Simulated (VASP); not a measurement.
A run of VASP 6.6.1:

Contents of INCAR:

```
  PREC = Accurate
  ENCUT = 600
  EDIFF = 1E-7
  ISMEAR = 0
  SIGMA = 0.1
  LREAL = F
  LASPH = T
  NELM = 200
  ALGO = Normal
  ISIF = 3
  LWAVE = F
  LCHARG = F
  ISPIN = 2
  MAGMOM = 3.09 2.02
  LORBIT = 11
  LMAXMIX = 4
  GGA = PE
  IVDW = 12
  IBRION = 2
  NSW = 70
  EDIFFG = -0.005
  GGA_COMPAT = F
  NELMIN = 4
```

Contents of KPOINTS:

```
regular mesh
0
Gamma
  14 14 14
```

POSCAR

```
FeCo
1.0
    2.8448778431      0.0000000000      0.0000000000
    0.0000000000      2.8448778431      0.0000000000
    0.0000000000      0.0000000000      2.8448778431
Fe Co
1 1
Direct
    0.5000000000      0.5000000000      0.5000000000
    0.0000000000      0.0000000000      0.0000000000
```

Potentials or basis: VASP PAW PBE potentials, release 64 (Fe, Co).

The run is started by

```console
$ cat potpaw_PBE.64/Fe/POTCAR potpaw_PBE.64/Co/POTCAR > POTCAR
$ mpirun -np 1 vasp_std > vasp.out
```

Hardware: 1 thread of Intel(R) Xeon(R) Platinum 8488C (Sapphire Rapids), on a shared host.

Estimate the wall time of this run.

Wall time 100 s on 1 thread of Intel(R) Xeon(R) Platinum 8488C (Sapphire Rapids), with other jobs on the host, peak memory 0.23 GiB. Counts: scf iterations 38, k points 120, ion steps 3.
